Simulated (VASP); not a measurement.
Write the native input for VASP 6.6.1 that does the following.

```yaml
Task: single point
Functional: PBEsol
Potentials_or_basis: VASP PAW PBE potentials, release 64 (Be)
Cutoff: 520 eV
k_mesh: 13 × 13 × 8
Occupations: fermi-dirac, width 0.05 eV
Spin: no spin polarisation
Dipole_correction: no
Further_INCAR_settings: ALGO = Normal; EDIFF = 1e-07; NBANDS = 9
```

The structure of Be lies in POSCAR:

```
Be
1.0
    2.2612800350      0.0000000000      0.0000000000
   -1.1306400175      1.9583259553      0.0000000000
    0.0000000000      0.0000000000      3.5434199093
Be
2
Direct
    0.6666666667      0.3333333333      0.7500000000
    0.3333333333      0.6666666667      0.2500000000
```

These files were run (other wordings do the same):

INCAR

```
ALGO     = Normal         # electronic algorithm
EDIFF    = 1E-7           # SCF threshold, eV
ENCUT    = 520            # plane-wave cutoff, eV
GGA      = PS             # functional
ISIF     = 2              # what is computed and relaxed
ISMEAR   = -1             # smearing method
LASPH    = T              # aspherical terms in the spheres
LCHARG   = F              # write CHGCAR
LREAL    = F              # projectors in reciprocal space
LWAVE    = F              # write WAVECAR
NBANDS   = 9              # bands
NELM     = 100            # most SCF steps
PREC     = Accurate       # precision mode
SIGMA    = 0.05           # smearing width, eV
```

KPOINTS

```
k-points
0
Gamma
  13 13 8
```

Potentials or basis: VASP PAW PBE potentials, release 64 (Be).

Run with:

```bash
$ cat potpaw_PBE.64/Be/POTCAR > POTCAR
$ mpirun -np 1 vasp_std > vasp.out
```

It gave:

- Pressure: 0.4 GPa
- Band gap on the k mesh: zero (band 2 reaches 8.17 eV, above the bottom of band 3 at 6.53 eV)

Caveat: the PAW data sets were made with another functional, which shifts forces and pressure a little.

Wall time 25 s on 1 thread of AMD EPYC 7571, with other jobs on the host, peak memory 0.1 GiB.
